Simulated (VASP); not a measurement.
# ZnO (I4/mmm) in VASP: notebook

The runs below take ZnO through single point, with LDA.

Program: VASP 6.6.1. These are calculated values, not measurements. Logs are shortened: lines on timing, memory, paths and dates and some standing lists are left out, and cuts for length are marked.

### Step 1. The cell of the first run

Symmetry: I4/mmm, No. 139, tetragonal system. Conventional cell: a = 3.145 Å, b = 3.145 Å, c = 4.339 Å, α = 90.00°, β = 90.00°, γ = 90.00°. Within 2.9 Å of Zn (site symmetry 4/mmm) lie 6 O at 2.17 to 2.22 Å. O (site symmetry 4/mmm) has 6 Zn at 2.17 to 2.22 Å within 2.9 Å.

### Step 2. Single point, LDA (strain +0.025 along x and y, +0.000 along z)

File INCAR:

```
SYSTEM = ZnO
  PREC = Accurate
  ENCUT = 520
  EDIFF = 1E-6
  ISMEAR = 0
  SIGMA = 0.05
  LREAL = .FALSE.
  LASPH = .TRUE.
  NELM = 60
  ALGO = Normal
  ISIF = 2
  LWAVE = .FALSE.
  LCHARG = .FALSE.
  GGA = CA
  NBANDS = 16
```

File KPOINTS:

```
regular mesh
0
G
  12 12 12
  0 0 0
```

File POSCAR:

```
ZnO
1.0
    0.0000000000      2.2236780500      2.1694420000
    2.2236780500      0.0000000000      2.1694420000
    2.2236780500      2.2236780500      0.0000000000
Zn O
1 1
Direct
    0.0000000000      0.0000000000      0.0000000000
    0.5000000000      0.5000000000      0.5000000000
```

Potentials or basis: VASP PAW LDA potentials, release 64 (Zn, O).

Started as:

```bash
cat potpaw_LDA.64/Zn/POTCAR potpaw_LDA.64/O/POTCAR > POTCAR
mpirun -np 1 vasp_std > vasp.out
```

OUTCAR:

```text
SYSTEM = ZnO
   PREC = Accurate
   ENCUT = 520
   EDIFF = 1E-6
   ISMEAR = 0
   LREAL = .FALSE.
   LASPH = .TRUE.
   NELM = 60
   ISIF = 2
   GGA = CA

 ion  position               nearest neighbor table
   1  0.000  0.000  0.000-   2 2.17   2 2.17   2 2.22   2 2.22   2 2.22   2 2.22
   2  0.500  0.500  0.500-   1 2.17   1 2.17   1 2.22   1 2.22   1 2.22   1 2.22

  LATTYP: Found a body centered tetragonal cell.
 ALAT       =     3.1447556567
 C/A-ratio  =     1.3797205487

  Lattice vectors:

 A1 = (   0.0000000000,  -2.2236780500,  -2.1694420000)
 A2 = (   0.0000000000,   2.2236780500,  -2.1694420000)
 A3 = (   2.2236780500,   0.0000000000,   2.1694420000)

Analysis of symmetry for initial positions (statically):
=====================================================================
 Subroutine PRICEL returns:
 Original cell was already a primitive cell.

 Routine SETGRP: Setting up the symmetry group for a
 body centered tetragonal supercell.

 Subroutine GETGRP returns: Found 16 space group operations
 (whereof 16 operations were pure point group operations)
 out of a pool of 16 trial point group operations.

The static configuration has the point symmetry D_4h.

Analysis of symmetry for dynamics (positions and initial velocities):
=====================================================================
 Subroutine PRICEL returns:
 Original cell was already a primitive cell.

 Routine SETGRP: Setting up the symmetry group for a
 body centered tetragonal supercell.

 Subroutine GETGRP returns: Found 16 space group operations
 (whereof 16 operations were pure point group operations)
 out of a pool of 16 trial point group operations.

The dynamic configuration has the point symmetry D_4h.

 Subroutine INISYM returns: Found 16 space group operations
 (whereof 16 operations are pure point group operations),
 and found     1 'primitive' translations

----------------------------------------------------------------------------------------

                                     Primitive cell

  volume of cell :      21.4547

  direct lattice vectors                    reciprocal lattice vectors
     0.000000000  2.223678050  2.169442000    -0.224852694  0.224852694  0.230474011
     2.223678050  0.000000000  2.169442000     0.224852694 -0.224852694  0.230474011
     2.223678050  2.223678050  0.000000000     0.224852694  0.224852694 -0.230474011

  length of vectors
     3.106641701  3.106641701  3.144755657     0.392728580  0.392728580  0.392728580

  position of ions in fractional coordinates (direct lattice)
     0.000000000  0.000000000  0.000000000
     0.500000000  0.500000000  0.500000000

  ion indices of the primitive-cell ions
   primitive index   ion index
                 1           1
                 2           2

----------------------------------------------------------------------------------------

 KPOINTS: regular mesh

Automatic generation of k-mesh.
 Grid dimensions read from file:
 generate k-points for:   12   12   12

 Generating k-lattice:

  Cartesian coordinates                     Fractional coordinates (reciprocal lattice)
    -0.018737724  0.018737724  0.019206168     0.083333333  0.000000000  0.000000000
     0.018737724 -0.018737724  0.019206168     0.000000000  0.083333333  0.000000000
     0.018737724  0.018737724 -0.019206168    -0.000000000 -0.000000000  0.083333333

  Length of vectors
     0.032727382  0.032727382  0.032727382

  Shift w.r.t. Gamma in fractional coordinates (k-lattice)
     0.000000000  0.000000000  0.000000000

 Subroutine IBZKPT returns following result:
 ===========================================

 Found    163 irreducible k-points:

 Following reciprocal coordinates:
            Coordinates               Weight
  0.000000  0.000000  0.000000      1.000000
  0.083333 -0.000000  0.000000      8.000000
  0.166667  0.000000  0.000000      8.000000
  0.250000 -0.000000  0.000000      8.000000
  0.333333 -0.000000  0.000000      8.000000
  0.416667 -0.000000  0.000000      8.000000
[... 16 lines left out ...]
  0.500000  0.166667  0.000000      8.000000
 -0.416667  0.166667  0.000000      8.000000
 [... further k-points ...]
   k-points           NKPTS =    163   k-points in BZ     NKDIM =    163   number of bands    NBANDS=     16
   number of dos      NEDOS =    301   number of ions     NIONS =      2
   total plane-waves  NPLWV =  13824
   dimension x,y,z NGX =    24 NGY =   24 NGZ =   24
   dimension x,y,z NGXF=    48 NGYF=   48 NGZF=   48
   ions per type =               1   1
   NGX,Y,Z   is equivalent  to a cutoff of  12.84, 12.84, 12.69 a.u.
   NGXF,Y,Z  is equivalent  to a cutoff of  25.69, 25.69, 25.37 a.u.
 SYSTEM =  ZnO
   PREC   = accura    normal or accurate (medium, high low for compatibility)
   ISTART =      0    job   : 0-new  1-cont  2-samecut
   ICHARG =      2    charge: 1-file 2-atom 10-const
   ISPIN  =      1    spin polarized calculation?
   LNONCOLLINEAR =      F non collinear calculations
   LSORBIT =      F    spin-orbit coupling
   LASPH  =      T    aspherical Exc in radial PAW
   ENCUT  =  520.0 eV  38.22 Ry    6.18 a.u.   5.78  5.78  5.85*2*pi/ulx,y,z
   NELM   =     60;   NELMIN=  2; NELMDL= -5     # of ELM steps
   EDIFF  = 0.1E-05   stopping-criterion for ELM
   LREAL  =      F    real-space projection
[... 7 lines left out ...]
   TEBEG  =    0.0;   TEEND  =   0.0 temperature during run
   PSTRESS=    0.0 pullay stress
   NELECT =      18.0000    total number of electrons
   NUPDOWN=      -1.0000    fix difference up-down
   EMIN   =  10.00;   EMAX   =-10.00  energy-range for DOS
   EFERMI =   0.00;   METHOD = LEGACY
   ISMEAR =     0;   SIGMA  =   0.05  broadening in eV -4-tet -1-fermi 0-gaus
   EFERMI_NEDOS =   21; number of points for ismear=-14 and -15
   IALGO  =     38    algorithm
   IMIX   =      4    mixing-type and parameters
     AMIX     =   0.40;   BMIX     =  1.00
     AMIX_MAG =   1.60;   BMIX_MAG =  1.00
  volume/ion in A,a.u.               =      10.73        72.39
  Fermi-wavevector in a.u.,A,eV,Ry     =   1.544039  2.917811 32.437074  2.384058
  Thomas-Fermi vector in A             =   2.649617
   LORBIT       =      0    0 simple, 1 ext, 2 COOP (PROOUT), +10 PAW based schemes
   GGA     = CA    functional components
   LHFCALC =     F    Hartree Fock is set to
   AEXX    =    0.0000 exact exchange contribution
   IVDW    =     0    specifies the selected vdW correction
   LEPSILON=     F    determine dielectric tensor
   LRPA    =     F    only Hartree local field effects (RPA)
 non-spin polarized calculation
 Gauss-broadening in eV      SIGMA  =   0.05
  energy-cutoff  :      520.00
  volume of cell :       21.45
 maximum number of plane-waves:       588
   NGX = 11   NGY = 11   NGZ = 11

 number of electron      17.9999994 magnetization

 Free energy of the ion-electron system (eV)
  ---------------------------------------------------
  ext. energy  EPLUGINS =         0.00000000
  ---------------------------------------------------
  free energy    TOTEN  =       -10.18075316 eV

  energy without entropy =      -10.18075316  energy(sigma->0) =      -10.18075316

 E-fermi :   1.8410     XC(G=0): -12.2882

 val. band max:        1.6118631342   @ k =   0.5000  -0.0000   0.0000
 cond. band min:       2.0282522690   @ k =   0.0000   0.0000   0.0000
 fundamental gap:      0.4163891348
 Fermi energy:         1.8410370514

 k-point     1 :       0.0000    0.0000    0.0000
  band No.  band energies     occupation
      1     -15.9938      2.00000
      2      -3.2907      2.00000
      3      -3.2907      2.00000
      4      -3.2624      2.00000
      5      -3.1251      2.00000
      6      -3.0843      2.00000
[... 8 lines left out ...]
     15      19.1722      0.00000
     16      19.4179      0.00000

 k-point     2 :       0.0833   -0.0000    0.0000
  band No.  band energies     occupation
      1     -15.9255      2.00000
      2      -3.3205      2.00000
      3      -3.2910      2.00000
      4      -3.2657      2.00000
      5      -3.1703      2.00000
      6      -3.1432      2.00000
[... 8 lines left out ...]
     15      19.7914      0.00000
     16      20.0838      0.00000

 k-point     3 :       0.1667    0.0000    0.0000
  band No.  band energies     occupation
      1     -15.7323      2.00000
      2      -3.4784      2.00000
      3      -3.4066      2.00000
      4      -3.3856      2.00000
      5      -3.1665      2.00000
      6      -3.1620      2.00000
[... 8 lines left out ...]
     15      20.5658      0.00000
     16      20.6950      0.00000

 k-point     4 :       0.2500   -0.0000    0.0000
  band No.  band energies     occupation
      1     -15.4501      2.00000
      2      -3.8927      2.00000
      3      -3.6128      2.00000
      4      -3.6097      2.00000
      5      -3.0954      2.00000
      6      -3.0895      2.00000
[... 8 lines left out ...]
     15      21.5795      0.00000
     16      21.6509      0.00000
[... 324 lines left out ...]
 k-point    22 :       0.4167    0.1667    0.0000
  band No.  band energies     occupation
      1     -14.9299      2.00000
      2      -4.5689      2.00000
      3      -3.8255      2.00000
      4      -3.6569      2.00000
      5      -3.0829      2.00000
      6      -2.9103      2.00000
[... 8 lines left out ...]
     15      24.3774      0.00000
     16      25.5130      0.00000

 k-point    23 :       0.5000    0.1667    0.0000
  band No.  band energies     occupation
      1     -14.7693      2.00000
      2      -4.7726      2.00000
      3      -3.9197      2.00000
      4      -3.8026      2.00000
      5      -3.0068      2.00000
      6      -2.9000      2.00000
[... 8 lines left out ...]
     15      24.0618      0.00000
     16      25.3300      0.00000

 k-point    24 :      -0.4167    0.1667    0.0000
  band No.  band energies     occupation
      1     -14.7531      2.00000
      2      -4.8023      2.00000
      3      -3.8810      2.00000
      4      -3.8803      2.00000
      5      -2.9501      2.00000
      6      -2.9361      2.00000
[... 8 lines left out ...]
     15      23.4695      0.00000
     16      24.0975      0.00000

 [... further k-points ...]

------------------------ aborting loop because EDIFF is reached ----------------------------------------

  FORCE on cell =-STRESS in cart. coord.  units (eV):
  Direction    XX          YY          ZZ          XY          YZ          ZX
  --------------------------------------------------------------------------------------
  -------------------------------------------------------------------------------------
  Total       -2.6765070     -2.6765070     -2.6486490      0.0000000      0.0000000      0.0000000
  in kB     -199.8743698   -199.8743698   -197.7940125      0.0000000      0.0000000      0.0000000
  external PRESSURE =    -199.1809174 kB  Pullay stress =       0.0000000 kB

 VOLUME and BASIS-vectors are now :
 -----------------------------------------------------------------------------
  energy-cutoff  :      520.00
  volume of cell :       21.45
      direct lattice vectors                 reciprocal lattice vectors
     0.000000000  2.223678050  2.169442000    -0.224852694  0.224852694  0.230474011
     2.223678050  0.000000000  2.169442000     0.224852694 -0.224852694  0.230474011
     2.223678050  2.223678050  0.000000000     0.224852694  0.224852694 -0.230474011

 POSITION                                       TOTAL-FORCE (eV/Angst)
 -----------------------------------------------------------------------------------
      0.00000      0.00000      0.00000         0.000000      0.000000      0.000000
      2.22368      2.22368      2.16944        -0.000000     -0.000000      0.000000
 -----------------------------------------------------------------------------------
    total drift:                                0.000000     -0.000000     -0.000000

  FREE ENERGIE OF THE ION-ELECTRON SYSTEM (eV)
  ---------------------------------------------------
  free  energy   TOTEN  =       -10.1807531592 eV

  energy  without entropy=      -10.1807531592  energy(sigma->0) =      -10.18075316
```

Run time: 56 s. Hardware: 1 thread of Intel Xeon 8259CL, shared host; peak memory 0.16 GiB.

Results:

```yaml
Free_energy: -10.1808 eV
Pressure: -19.9 GPa
Band_gap_on_the_k_mesh: 0.42 eV (least direct gap 1.48 eV)
```

Stress tensor (GPa, compression positive):
```
-19.99   0.00   0.00
  0.00 -19.99   0.00
  0.00   0.00 -19.78
```

Caveat: the cell differs from its parent crystal (strain +0.025 along x and y, +0.000 along z); the cell stands under tension. A k mesh can miss the band edges.

(Continued in part 2 of 2.)
